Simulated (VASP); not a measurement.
Here is a VASP 6.6.1 calculation.

The input INCAR:

```
ALGO = Normal ; EDIFF = 1E-6
ENCUT = 520 ; GGA = PE
ISIF = 2 ; ISMEAR = 0
LASPH = True ; LCHARG = True
LELF = True ; LREAL = False
LVHAR = True ; LWAVE = False
NBANDS = 31 ; NELM = 100
PREC = Accurate ; SIGMA = 0.1
```

The input KPOINTS:

```
k-points
0
Gamma
  6 6 2
```

POSCAR

```
AlGa2As3
1.0
    3.3175534364      0.0000000000      0.0000000000
    0.0000000000      3.3175534364      0.0000000000
    0.0000000000      0.0000000000     11.0828594698
Al Ga As
1 2 3
Direct
    0.5000000000      0.5000000000      0.0000000000
    0.5000000000      0.5000000000      0.3457131176
    0.5000000000      0.5000000000      0.6542868824
    0.0000000000      0.0000000000      0.8756436829
    0.0000000000      0.0000000000      0.1243563171
    0.0000000000      0.0000000000      0.5000000000
```

Potentials or basis: VASP PAW PBE potentials, release 64 (Al, Ga_d, As).

Run with:

```console
$ cat potpaw_PBE.64/Al/POTCAR potpaw_PBE.64/Ga_d/POTCAR potpaw_PBE.64/As/POTCAR > POTCAR
$ mpirun -np 1 vasp_std > vasp.out
```

(1) Predict the pressure.

(2) Predict the band gap on the k mesh.

## Answers

(1) 0.1 GPa.

(2) zero (band 22 reaches 6.89 eV, above the bottom of band 23 at 3.06 eV).
